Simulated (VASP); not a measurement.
# Ru: single point with PBE

Ru:

```
CELL_PARAMETERS angstrom
2.70580 0.00000 0.00000
-1.35290 2.34329 0.00000
0.00000 0.00000 4.28190
ATOMIC_POSITIONS crystal
Ru 0.33333 0.66667 0.25000
Ru 0.66667 0.33333 0.75000
```

| Item | Value |
| --- | --- |
| Program | VASP 6.6.1 |
| Task | single point |
| Functional | PBE |
| Potentials or basis | VASP PAW PBE potentials, release 64 (Ru_pv) |
| Cutoff | 520 eV |
| k mesh | 14 × 14 × 8 |
| Occupations | fermi-dirac, width 0.03 eV |
| Spin | non-collinear spin, zero start, spin-orbit coupling |
| Starting moments | [[0.0, 0.0, 0.0], [0.0, 0.0, 0.0]] μB |

```
Pressure                                              : 4.7 GPa
Net moment                                            : 0.00 μB per cell
Valence electrons inside the program's atomic spheres : Ru 12.67
```

Stress tensor (GPa, compression positive):
```
5.25 0.00 0.00
0.00 5.25 0.00
0.00 0.00 3.65
```

Moments on the atoms (μB; x, y, z):
```
Ru  0.00 0.00 0.00
Ru  0.00 0.00 0.00
```

It took 2.2 min on 1 thread of AMD EPYC 9R45 96-Core Processor (Zen 5), on a shared host, peak memory 0.28 GiB.
